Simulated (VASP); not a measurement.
**Ag: relaxation of cell and atoms with PBE**

The system is Ag.

```
CELL_PARAMETERS angstrom
2.85835 0.00000 0.00000
-1.42918 2.47541 0.00000
0.00000 0.00000 2.75581
ATOMIC_POSITIONS crystal
Ag 0.00000 0.00000 0.00000
```

This isn't the form of Ag at room conditions, which is fcc.

| Item | Value |
| --- | --- |
| Program | VASP 6.6.1 |
| Task | relaxation of cell and atoms |
| Functional | PBE |
| Potentials or basis | VASP PAW PBE potentials, release 64 (Ag) |
| Cutoff | 600 eV |
| k mesh | 24 × 24 × 20 |
| Occupations | gaussian, width 0.1 eV |
| Spin | no spin polarisation |
| Dipole correction | no |
| Further INCAR settings | ALGO = Fast; EDIFF = 1e-07; IBRION = 2; EDIFFG = -0.01; NSW = 100; ISIF = 3 |

| Item | Value |
| --- | --- |
| Relaxed volume | 19.41 Å³/atom |
| Relaxed cell | a = 2.842 Å, b = 2.842 Å, c = 2.774 Å, α = 90.00°, β = 90.00°, γ = 120.00° |
| Space group after relaxing (to 0.1 Å) | P6/mmm (No. 191) |
| Energy gained by relaxing | 1.2 meV/atom |
| Ionic steps | 4 |
| Pressure after relaxing | 0.0 GPa |
| Band gap on the k mesh | zero (an odd number of electrons rules out a gap without spin polarisation) |

Step by step:
```
step  energy change (eV)  largest force (eV/Å)  pressure (GPa)  volume (Å³)
   1              0.0000                0.0000           -0.45        19.50
   2             -0.0012                0.0000            0.22        19.34
   3             -0.0012                0.0000            0.15        19.36
   4             -0.0012                0.0000           -0.01        19.41
```

Final structure:
```yaml
crystal:
  lattice:
    - [2.84197, 0.00000, 0.00000]
    - [-1.42098, 2.46122, 0.00000]
    - [0.00000, 0.00000, 2.77431]
  atoms:
    - { symbol: Ag, position: [0.00000, 0.00000, 0.00000] }
```

Levels at points of the mesh, in eV from the Fermi level:
| k point | band 2 | band 3 | band 4 | band 5 | band 6 | band 7 | band 8 | band 9 |
| --- | --- | --- | --- | --- | --- | --- | --- | --- |
| (0.00, 0.00, 0.00) | -5.86 | -4.52 | -4.52 | -2.91 | -2.91 | 13.04 | 16.18 | 18.70 |
| (0.50, 0.00, 0.00) | -5.21 | -3.95 | -3.13 | -2.66 | -0.05 | 3.06 | 12.14 | 17.68 |
| (0.00, 0.00, 0.50) | -4.34 | -4.34 | -3.72 | -3.72 | -0.97 | 1.23 | 18.94 | 21.08 |
| (0.50, 0.00, 0.50) | -5.58 | -4.10 | -2.59 | -2.30 | 4.14 | 4.84 | 8.90 | 10.42 |

It took 3 min on 1 thread of Intel(R) Xeon(R) Platinum 8259CL CPU @ 2.50GHz (Skylake/Cascade Lake), with other jobs on the host, peak memory 0.28 GiB.
